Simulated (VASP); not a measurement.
Write the native input for VASP 6.6.1 that does the following.

```
Task                   : single point
Functional             : PBE
Potentials or basis    : VASP PAW PBE potentials, release 64 (Mg, Cd, Te)
Cutoff                 : 520 eV
k mesh                 : 4 × 4 × 4
Occupations            : gaussian, width 0.1 eV
Spin                   : no spin polarisation
Dipole correction      : no
Further INCAR settings : ALGO = Normal; EDIFF = 1e-06; NBANDS = 41
```

The structure of MgCd3Te4 lies in POSCAR:

```
MgCd3Te4
1.0
    6.1025266100      0.0000000000      0.0000000000
    0.0000000000      6.1025266100      0.0000000000
    0.0000000000      0.0000000000      6.1025266100
Mg Cd Te
1 3 4
Direct
    0.0000000000      0.0000000000      0.0000000000
    0.0000000000      0.5000000000      0.5000000000
    0.5000000000      0.0000000000      0.5000000000
    0.5000000000      0.5000000000      0.0000000000
    0.7500000000      0.7500000000      0.2500000000
    0.7500000000      0.2500000000      0.7500000000
    0.2500000000      0.7500000000      0.7500000000
    0.2500000000      0.2500000000      0.2500000000
```

These files were run (other wordings do the same):

INCAR

```
SYSTEM = MgCd3Te4
PREC = Accurate ; ENCUT = 520
EDIFF = 1E-6 ; ISMEAR = 0
SIGMA = 0.1 ; LREAL = .FALSE.
LASPH = .TRUE. ; NELM = 100
ALGO = Normal ; ISIF = 2
LWAVE = .FALSE. ; LCHARG = .FALSE.
GGA = PE ; NBANDS = 41
```

KPOINTS

```
regular mesh
0
G
  4 4 4
  0 0 0
```

Potentials or basis: VASP PAW PBE potentials, release 64 (Mg, Cd, Te).

Launch:

```sh
$ cat potpaw_PBE.64/Mg/POTCAR potpaw_PBE.64/Cd/POTCAR potpaw_PBE.64/Te/POTCAR > POTCAR
$ mpirun -np 1 vasp_std > vasp.out
```

It gave:

```
Pressure               : 14.1 GPa
Band gap on the k mesh : 1.78 eV
```

Caveat: the cell stands under pressure; spin-orbit coupling is left out, which moves the levels of the heavy elements.

Wall time 60 s on 1 thread of Intel(R) Xeon(R) Platinum 8488C (Sapphire Rapids), on a shared host, peak memory 0.36 GiB.
